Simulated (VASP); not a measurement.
Wanted: the native input for a VASP 6.6.1 run.

```
Task                   : single point
Functional             : PBE
Potentials or basis    : VASP PAW PBE potentials, release 64 (Pb_d)
Cutoff                 : 520 eV
k mesh                 : 9 × 9 × 9
Occupations            : gaussian, width 0.022 eV
Spin                   : no spin polarisation
Dipole correction      : no
Further INCAR settings : ALGO = Normal; EDIFF = 1e-07; NBANDS = 13
```

The structure of Pb lies in POSCAR:

```
Pb
1.0
    0.0000000000      2.4750200000      2.4750200000
    2.4750200000      0.0000000000      2.4750200000
    2.4750200000      2.4750200000      0.0000000000
Pb
1
Direct
    0.0000000000      0.0000000000      0.0000000000
```

The input as run:

INCAR

```
SYSTEM = Pb
ALGO = Normal
EDIFF = 1E-7
ENCUT = 520
GGA = PE
ISIF = 2
ISMEAR = 0
LASPH = .TRUE.
LCHARG = .TRUE.
LELF = .TRUE.
LREAL = .FALSE.
LVHAR = .TRUE.
LWAVE = .FALSE.
NBANDS = 13
NELM = 100
PREC = Accurate
SIGMA = 0.022
```

KPOINTS

```
k-points
0
G
  9 9 9
  0 0 0
```

Potentials or basis: VASP PAW PBE potentials, release 64 (Pb_d).

Run with:

```sh
$ cat potpaw_PBE.64/Pb_d/POTCAR > POTCAR
$ mpirun -np 1 vasp_std > vasp.out
```

It gave:

```
Pressure               : 2.2 GPa
Band gap on the k mesh : zero (band 7 reaches 14.70 eV, above the bottom of band 8 at 5.74 eV)
```

Caveat: spin-orbit coupling is left out, which moves the levels of the heavy elements.

Wall time 11 s on 1 thread of Intel(R) Xeon(R) 6975P-C (Granite Rapids) (shared host), peak memory 0.15 GiB.
